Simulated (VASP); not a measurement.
A run of VASP 6.6.1:

INCAR

```
PREC = Accurate
ENCUT = 520
EDIFF = 1E-7
ISMEAR = 0
SIGMA = 0.1
LREAL = False
LASPH = True
NELM = 60
ALGO = Normal
ISIF = 2
LWAVE = False
LCHARG = True
LDIPOL = True
IDIPOL = 3
DIPOL = 0.5 0.5 0.500
GGA = PS
LELF = True
LVHAR = True
LVACPOTAV = True
NBANDS = 66
```

File KPOINTS:

```
regular mesh
0
Gamma
  8 8 1
```

The input POSCAR:

```
Sn
1.0
    4.6255804191      0.0000000000      0.0000000000
    0.0000000000      4.6255804191      0.0000000000
    0.0000000000      0.0000000000     26.4477274845
Sn
8
Direct
    0.0000000000      0.5000000000      0.2820889764
    0.0000000000      0.0000000000      0.3450301444
    0.5000000000      0.0000000000      0.4070550426
    0.5000000000      0.5000000000      0.4690829173
    0.0000000000      0.5000000000      0.5309170840
    0.0000000000      0.0000000000      0.5929449543
    0.5000000000      0.0000000000      0.6549698537
    0.5000000000      0.5000000000      0.7179110273
```

Potentials or basis: VASP PAW PBE potentials, release 64 (Sn_d).

Launch:

```bash
$ cat potpaw_PBE.64/Sn_d/POTCAR > POTCAR
$ mpirun -np 1 vasp_std > vasp.out
```

Hardware: 1 thread of AMD EPYC 9R45 96-Core Processor (Zen 5), on a shared host.

Question: Estimate the wall time of this run.

Answer: Wall time 12 min on 1 thread of AMD EPYC 9R45 96-Core Processor (Zen 5) (shared host), peak memory 0.89 GiB. Counts: scf iterations 24, k points 25.
